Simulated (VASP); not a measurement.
# Pb (Fm-3m) in VASP: further runs, part 2 of 2

VASP 6.6.1. The steps go on from the part before.

## 3. Single point, PBE+D3(BJ) (32.32 Å³/atom)

This run uses another cell than the first one, of 32.32 Å³/atom.

INCAR

```
SYSTEM = Pb
PREC = Accurate
ENCUT = 520
EDIFF = 1E-6
ISMEAR = 0
SIGMA = 0.1
LREAL = .False.
LASPH = .True.
NELM = 100
ALGO = Fast
ISIF = 2
LWAVE = .False.
LCHARG = .False.
GGA = PE
IVDW = 12
NBANDS = 13
```

KPOINTS

```
Automatic mesh
0
Gamma
  14 14 14
  0 0 0
```

POSCAR

```
Pb
1.0
    0.0000000000      2.5281722740      2.5281722740
    2.5281722740      0.0000000000      2.5281722740
    2.5281722740      2.5281722740      0.0000000000
Pb
1
Direct
    0.0000000000      0.0000000000      0.0000000000
```

Potentials or basis: VASP PAW PBE potentials, release 64 (Pb_d).

Run with:

```
$ cat potpaw_PBE.64/Pb_d/POTCAR > POTCAR
$ mpirun -np 1 vasp_std > vasp.out
```

OUTCAR:

```text
SYSTEM = Pb
   PREC = Accurate
   ENCUT = 520
   EDIFF = 1E-6
   ISMEAR = 0
   LREAL = .False.
   LASPH = .True.
   NELM = 100
   ISIF = 2
   GGA = PE
   IVDW = 12
 IVDW          = 12

 ion  position               nearest neighbor table
   1  0.000  0.000  0.000-

  LATTYP: Found a face centered cubic cell.
 ALAT       =     5.0563445480

  Lattice vectors:

 A1 = (   0.0000000000,   2.5281722740,   2.5281722740)
 A2 = (   2.5281722740,   0.0000000000,   2.5281722740)
 A3 = (   2.5281722740,   2.5281722740,   0.0000000000)

Analysis of symmetry for initial positions (statically):
=====================================================================
 Subroutine PRICEL returns:
 Original cell was already a primitive cell.

 Routine SETGRP: Setting up the symmetry group for a
 face centered cubic supercell.

 Subroutine GETGRP returns: Found 48 space group operations
 (whereof 48 operations were pure point group operations)
 out of a pool of 48 trial point group operations.

The static configuration has the point symmetry O_h .

Analysis of symmetry for dynamics (positions and initial velocities):
=====================================================================
 Subroutine PRICEL returns:
 Original cell was already a primitive cell.

 Routine SETGRP: Setting up the symmetry group for a
 face centered cubic supercell.

 Subroutine GETGRP returns: Found 48 space group operations
 (whereof 48 operations were pure point group operations)
 out of a pool of 48 trial point group operations.

The dynamic configuration has the point symmetry O_h .

 Subroutine INISYM returns: Found 48 space group operations
 (whereof 48 operations are pure point group operations),
 and found     1 'primitive' translations

----------------------------------------------------------------------------------------

                                     Primitive cell

  volume of cell :      32.3184

  direct lattice vectors                    reciprocal lattice vectors
     0.000000000  2.528172274  2.528172274    -0.197771333  0.197771333  0.197771333
     2.528172274  0.000000000  2.528172274     0.197771333 -0.197771333  0.197771333
     2.528172274  2.528172274  0.000000000     0.197771333  0.197771333 -0.197771333

  length of vectors
     3.575375518  3.575375518  3.575375518     0.342549997  0.342549997  0.342549997

  position of ions in fractional coordinates (direct lattice)
     0.000000000  0.000000000  0.000000000

  ion indices of the primitive-cell ions
   primitive index   ion index
                 1           1

----------------------------------------------------------------------------------------

 KPOINTS: Automatic mesh

Automatic generation of k-mesh.
 Grid dimensions read from file:
 generate k-points for:   14   14   14

 Generating k-lattice:

  Cartesian coordinates                     Fractional coordinates (reciprocal lattice)
    -0.014126524  0.014126524  0.014126524     0.071428571  0.000000000  0.000000000
     0.014126524 -0.014126524  0.014126524     0.000000000  0.071428571  0.000000000
     0.014126524  0.014126524 -0.014126524     0.000000000  0.000000000  0.071428571

  Length of vectors
     0.024467857  0.024467857  0.024467857

  Shift w.r.t. Gamma in fractional coordinates (k-lattice)
     0.000000000  0.000000000  0.000000000

 Subroutine IBZKPT returns following result:
 ===========================================

 Found    104 irreducible k-points:

 Following reciprocal coordinates:
            Coordinates               Weight
  0.000000  0.000000  0.000000      1.000000
  0.071429  0.000000  0.000000      8.000000
  0.142857  0.000000  0.000000      8.000000
  0.214286  0.000000  0.000000      8.000000
  0.285714  0.000000  0.000000      8.000000
  0.357143  0.000000  0.000000      8.000000
[... 16 lines left out ...]
  0.214286  0.142857  0.000000     24.000000
  0.285714  0.142857  0.000000     24.000000
 [... further k-points ...]
   k-points           NKPTS =    104   k-points in BZ     NKDIM =    104   number of bands    NBANDS=     13
   number of dos      NEDOS =    301   number of ions     NIONS =      1
   total plane-waves  NPLWV =  21952
   dimension x,y,z NGX =    28 NGY =   28 NGZ =   28
   dimension x,y,z NGXF=    56 NGYF=   56 NGZF=   56
   ions per type =               1
   NGX,Y,Z   is equivalent  to a cutoff of  13.02, 13.02, 13.02 a.u.
   NGXF,Y,Z  is equivalent  to a cutoff of  26.04, 26.04, 26.04 a.u.
 SYSTEM =  Pb
   PREC   = accura    normal or accurate (medium, high low for compatibility)
   ISTART =      0    job   : 0-new  1-cont  2-samecut
   ICHARG =      2    charge: 1-file 2-atom 10-const
   ISPIN  =      1    spin polarized calculation?
   LNONCOLLINEAR =      F non collinear calculations
   LSORBIT =      F    spin-orbit coupling
   LASPH  =      T    aspherical Exc in radial PAW
   ENCUT  =  520.0 eV  38.22 Ry    6.18 a.u.   6.65  6.65  6.65*2*pi/ulx,y,z
   NELM   =    100;   NELMIN=  2; NELMDL= -5     # of ELM steps
   EDIFF  = 0.1E-05   stopping-criterion for ELM
   LREAL  =      F    real-space projection
   EDIFFG = 0.1E-04   stopping-criterion for IOM
   NSW    =      0    number of steps for IOM
   IBRION =     -1    ionic relax: 0-MD 1-quasi-New 2-CG
   NFREE  =      0    steps in history (QN), initial steepest desc. (CG)
   ISIF   =      2    stress and relaxation
   ISYM   =      2    0-nonsym 1-usesym 2-fastsym
   POTIM  = 0.5000    time-step for ionic-motion
   TEBEG  =    0.0;   TEEND  =   0.0 temperature during run
   PSTRESS=    0.0 pullay stress
   NELECT =      14.0000    total number of electrons
   NUPDOWN=      -1.0000    fix difference up-down
   EMIN   =  10.00;   EMAX   =-10.00  energy-range for DOS
   EFERMI =   0.00;   METHOD = LEGACY
   ISMEAR =     0;   SIGMA  =   0.10  broadening in eV -4-tet -1-fermi 0-gaus
   EFERMI_NEDOS =   21; number of points for ismear=-14 and -15
   IALGO  =     68    algorithm
   IMIX   =      4    mixing-type and parameters
     AMIX     =   0.40;   BMIX     =  1.00
     AMIX_MAG =   1.60;   BMIX_MAG =  1.00
  volume/ion in A,a.u.               =      32.32       218.10
  Fermi-wavevector in a.u.,A,eV,Ry     =   1.238704  2.340811 20.876608  1.534387
  Thomas-Fermi vector in A             =   2.373218
   LORBIT       =      0    0 simple, 1 ext, 2 COOP (PROOUT), +10 PAW based schemes
   GGA     = PE    functional components
   LHFCALC =     F    Hartree Fock is set to
   AEXX    =    0.0000 exact exchange contribution
   IVDW    =    12    specifies the selected vdW correction
   LEPSILON=     F    determine dielectric tensor
   LRPA    =     F    only Hartree local field effects (RPA)
 non-spin polarized calculation
 RMM-DIIS sequential band-by-band and
 Gauss-broadening in eV      SIGMA  =   0.10
  energy-cutoff  :      520.00
  volume of cell :       32.32
 maximum number of plane-waves:       893
   NGX = 13   NGY = 13   NGZ = 13

 number of electron      14.0000003 magnetization

 Free energy of the ion-electron system (eV)
  ---------------------------------------------------
  ext. energy  EPLUGINS =         0.00000000
  ---------------------------------------------------
  free energy    TOTEN  =        -3.56859232 eV

  energy without entropy =       -3.56633083  energy(sigma->0) =       -3.56746158

 E-fermi :   6.5910     XC(G=0):  -9.8826

 val. band max:        6.5702948412   @ k =   0.3571   0.2857   0.0000
 cond. band min:       6.6458141248   @ k =  -0.2857   0.2857   0.0714
 fundamental gap:      0.0755192836
 Fermi energy:         6.5910033342

 k-point     1 :       0.0000    0.0000    0.0000
  band No.  band energies     occupation
      1     -10.4441      2.00000
      2     -10.4441      2.00000
      3     -10.4441      2.00000
      4     -10.3293      2.00000
      5     -10.3293      2.00000
      6      -4.7496      2.00000
      7      13.5122      0.00000
      8      13.5122      0.00000
      9      13.5122      0.00000
     10      16.3050      0.00000
     11      17.1240      0.00000
     12      18.6165      0.00000
     13      18.6165      0.00000
[... 353 lines left out ...]
 k-point    24 :       0.2857    0.1429    0.0000
  band No.  band energies     occupation
      1     -10.4760      2.00000
      2     -10.3955      2.00000
      3     -10.3727      2.00000
      4     -10.3371      2.00000
      5     -10.2715      2.00000
      6      -3.4202      2.00000
      7       7.6832      0.00000
      8      11.0490      0.00000
      9      11.2230      0.00000
     10      14.8527      0.00000
     11      16.3341      0.00000
     12      19.6897      0.00000
     13      20.6203      0.00000

 [... further k-points ...]

------------------------ aborting loop because EDIFF is reached ----------------------------------------

 Edisp (eV)   -0.38403

 E8    (eV) :    -0.1947

  FORCE on cell =-STRESS in cart. coord.  units (eV):
  Direction    XX          YY          ZZ          XY          YZ          ZX
  --------------------------------------------------------------------------------------
  -------------------------------------------------------------------------------------
  Total      -0.45947    -0.45947    -0.45947    -0.00000    -0.00000     0.00000
  in kB     -22.77815   -22.77815   -22.77815    -0.00000    -0.00000     0.00000
  external pressure =      -22.78 kB  Pullay stress =        0.00 kB

 VOLUME and BASIS-vectors are now :
 -----------------------------------------------------------------------------
  energy-cutoff  :      520.00
  volume of cell :       32.32
      direct lattice vectors                 reciprocal lattice vectors
     0.000000000  2.528172274  2.528172274    -0.197771333  0.197771333  0.197771333
     2.528172274  0.000000000  2.528172274     0.197771333 -0.197771333  0.197771333
     2.528172274  2.528172274  0.000000000     0.197771333  0.197771333 -0.197771333

 POSITION                                       TOTAL-FORCE (eV/Angst)
 -----------------------------------------------------------------------------------
      0.00000      0.00000      0.00000         0.000000     -0.000000      0.000000
 -----------------------------------------------------------------------------------
    total drift:                               -0.000000     -0.000000     -0.000000

  FREE ENERGIE OF THE ION-ELECTRON SYSTEM (eV)
  ---------------------------------------------------
  free  energy   TOTEN  =        -3.9526197984 eV

  energy  without entropy=       -3.9503583138  energy(sigma->0) =       -3.95148906
```

OSZICAR:

```text
N       E                     dE             d eps       ncg     rms          rms(c)
DAV:   1     0.108360018651E+03    0.10836E+03   -0.70448E+03  2729   0.122E+03
DAV:   2     0.167056360476E+01   -0.10669E+03   -0.10334E+03  2809   0.310E+02
DAV:   3    -0.344896117193E+01   -0.51195E+01   -0.51015E+01  3413   0.734E+01
DAV:   4    -0.357227024479E+01   -0.12331E+00   -0.12328E+00  3292   0.123E+01
DAV:   5    -0.357793499235E+01   -0.56647E-02   -0.56646E-02  3808   0.242E+00    0.471E-01
RMM:   6    -0.357004979659E+01    0.78852E-02   -0.98662E-03  3204   0.142E+00    0.247E-01
RMM:   7    -0.356843073811E+01    0.16191E-02   -0.65139E-03  3247   0.908E-01    0.897E-02
RMM:   8    -0.356853722911E+01   -0.10649E-03   -0.15235E-03  3656   0.593E-01    0.152E-02
RMM:   9    -0.356858316648E+01   -0.45937E-04   -0.47628E-04  4057   0.230E-01    0.152E-02
RMM:  10    -0.356858676858E+01   -0.36021E-05   -0.13856E-04  3503   0.204E-01    0.508E-03
RMM:  11    -0.356859143347E+01   -0.46649E-05   -0.66415E-05  4343   0.828E-02    0.270E-03
RMM:  12    -0.356859231818E+01   -0.88471E-06   -0.86699E-06  2965   0.309E-02
   1 F= -.39526198E+01 E0= -.39514891E+01  d E =-.226148E-02
```

stdout:

```text
POSCAR found type information on POSCAR Pb
 POSCAR found :  1 types and       1 ions
 scaLAPACK will be used
 LDA part: xc-table for (Slater+PW92), standard interpolation
 POSCAR, INCAR and KPOINTS ok, starting setup
 FFT: planning ... GRIDC
 FFT: planning ... GRID_SOFT
 FFT: planning ... GRID
 WAVECAR not read
 entering main loop
```

Run time: 70 s. Hardware: 1 thread of Intel Xeon 8259CL, shared host; peak memory 0.19 GiB.

Results:

```
Free energy                : -3.9526 eV
Pressure                   : -2.3 GPa
Band gap on the k mesh     : zero (bands 7 and 8 overlap by 8.35 eV)
Dispersion energy per atom : -0.384 eV
```

Caveat: spin-orbit coupling is left out, which moves the levels of the heavy elements.

## 4. Single point, PBE+D3(BJ) (33.54 Å³/atom)

This run uses another cell than the first one, of 33.54 Å³/atom.

INCAR

```
PREC = Accurate
ENCUT = 520
EDIFF = 1E-6
ISMEAR = 0
SIGMA = 0.1
LREAL = False
LASPH = True
NELM = 80
ALGO = Normal
ISIF = 2
LWAVE = False
LCHARG = True
GGA = PE
IVDW = 12
LELF = True
LVHAR = True
NBANDS = 13
```

KPOINTS

```
regular mesh
0
Gamma
  14 14 14
```

POSCAR

```
Pb
1.0
    0.0000000000      2.5595813524      2.5595813524
    2.5595813524      0.0000000000      2.5595813524
    2.5595813524      2.5595813524      0.0000000000
Pb
1
Direct
    0.0000000000      0.0000000000      0.0000000000
```

Run with:

```
$ cat potpaw_PBE.64/Pb_d/POTCAR > POTCAR
$ mpirun -np 1 vasp_std > vasp.out
```

Wall time 52 s (1 thread of Intel Xeon 8259CL, shared host); peak memory 0.19 GiB.

The run converged. Its results:

```
Free energy                : -3.9312 eV
Pressure                   : -3.3 GPa
Band gap on the k mesh     : zero (bands 7 and 8 overlap by 8.00 eV)
Dispersion energy per atom : -0.370 eV
```

Levels at points of the mesh, in eV from the Fermi level:
```csv
k point,band 3,band 4,band 5,band 6,band 7,band 8,band 9,band 10,band 11,band 12
"(0.00, 0.00, 0.00)",-17.01,-16.91,-16.91,-11.11,6.65,6.65,6.65,9.69,10.08,11.78
"(0.50, 0.00, 0.00)",-17.00,-16.81,-16.81,-8.04,-3.72,5.04,5.04,8.62,9.16,10.63
"(0.50, 0.50, 0.00)",-16.82,-16.78,-16.78,-6.86,-2.88,1.94,1.94,5.11,6.36,17.70
```

Caveat: the cell stands under tension; spin-orbit coupling is left out, which moves the levels of the heavy elements.

## 5. Summary

```tsv
cell	gap on the mesh (eV)	pressure (GPa)
a = 3.541 Å, angles 60.0°, 1 atom	none	-1.3
a = 3.575 Å, angles 60.0°, 1 atom	none	-2.3
a = 3.620 Å, angles 60.0°, 1 atom	none	-3.3
```

Alike in all rows: task single point; level PBE+D3(BJ); potentials or basis VASP PAW PBE potentials, release 64 (Pb_d); no spin polarisation; k mesh 14 × 14 × 14; cutoff (eV) 520; smearing gaussian 0.1 eV.

Caveats: spin-orbit coupling is left out, which moves the levels of the heavy elements; the cell stands under tension (at least some runs).

Total energies depend on the potentials used, so only differences within one code and one set of settings carry meaning.
